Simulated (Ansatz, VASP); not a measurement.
## Two plane-wave programs on ScBSbP3

```xyz
6
Lattice="3.9847 0.0000 0.0000 -1.9924 3.4509 0.0000 0.0000 0.0000 9.4687" Properties=species:S:1:pos:R:3 pbc="T T T"
Sc    0.0000    2.3006    1.5906
B     0.0000    0.0000    4.6184
Sb    1.9924    1.1503    9.0580
P     0.0000    0.0000    2.8285
P     0.0000    0.0000    6.3880
P     0.0000    2.3006    7.4811
```

Alike in both runs: functional PBE; k mesh 12 × 12 × 4; occupations gaussian, width 0.1 eV; no spin polarisation.

Ansatz relaxed the structure, and its values are those at the end. VASP's run is a single point on that final structure, the one shown.

|  | VASP | Ansatz |
| --- | --- | --- |
| version | VASP 6.6.1 | Ansatz 0.2.0 |
| potentials or method | VASP PAW PBE potentials, release 64 (Sc_sv, B, Sb, P), cutoff 520 eV | scalar-relativistic, plane waves, PAW |
| valence electrons in the cell | 34 | 44 |

```tsv
	VASP	Ansatz	Ansatz less VASP
gap on the k mesh at the Fermi level (eV)	none	none	-
pressure (GPa)	0.0	0.0	+0.02
rms of the force components (eV/Å)	0.011	0.001	-0.0107
```

A gap of «none» marks a metal or a gap that the smearing closes. The functional is the same, so the differences come from potentials, cutoffs and numerics. VASP's potentials hold 34 valence electrons a cell and Ansatz's 44, so a difference there can come from the potentials and not from the codes.

Neither program's run includes spin-orbit coupling.
